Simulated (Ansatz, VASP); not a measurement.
Na2S in VASP and in Ansatz

The input INCAR:

```
SYSTEM = Na2S
  PREC = Accurate
  ENCUT = 500
  EDIFF = 1E-6
  ISMEAR = 0
  SIGMA = 0.01
  LREAL = .False.
  LASPH = .True.
  NELM = 120
  ALGO = Normal
  ISIF = 2
  LWAVE = .False.
  LCHARG = .False.
  GGA = PE
  NBANDS = 17
  GGA_COMPAT = .False.
```

File KPOINTS:

```
Automatic mesh
0
Gamma
  6 6 6
  0 0 0
```

The input POSCAR:

```
Na2S
1.0
    0.0000000000      3.2167964445      3.2167964445
    3.2167964445      0.0000000000      3.2167964445
    3.2167964445      3.2167964445      0.0000000000
S Na
1 2
Direct
    0.0000000000      0.0000000000      0.0000000000
    0.2500000000      0.2500000000      0.2500000000
    0.7500000000      0.7500000000      0.7500000000
```

Input for Ansatz:

```yaml
crystal:
  lattice:
    - [0.0, 3.2167964445, 3.2167964445]
    - [3.2167964445, 0.0, 3.2167964445]
    - [3.2167964445, 3.2167964445, 0.0]
  atoms:
    - { symbol: S, position: [0.0, 0.0, 0.0] }
    - { symbol: Na, position: [0.25, 0.25, 0.25] }
    - { symbol: Na, position: [0.75, 0.75, 0.75] }
kpoints:
  mp_grid: { grid: [6, 6, 6] }
hamiltonian:
  xc: pbe
scf:
  occupations: { method: fixed }
  n_extra_bands: 4
output:
  forces: true
  stress: true
  eigenvalues: true
```

Alike in both runs: task single point; functional PBE; k mesh 6 × 6 × 6; no spin polarisation.

|  | VASP | Ansatz |
| --- | --- | --- |
| version | VASP 6.6.1 | Ansatz 0.2.0 |
| potentials or method | VASP PAW PBE potentials, release 64 (S, Na_pv) | plane waves, PAW |
| plane-wave cutoff (eV) | 500 | 420 |
| occupations | gaussian, width 0.01 eV | fixed |
| valence electrons in the cell | 20 | 24 |

Ansatz gave:

- gap on the k mesh at the Fermi level (eV): 2.66
- pressure (GPa): 2.0

**Question.** Which values does VASP return?

**Answer.** gap on the k mesh at the Fermi level (eV): 2.65; pressure (GPa): 2.0.

VASP's potentials hold 20 valence electrons a cell and Ansatz's 24, so a difference there can come from the potentials and not from the codes.
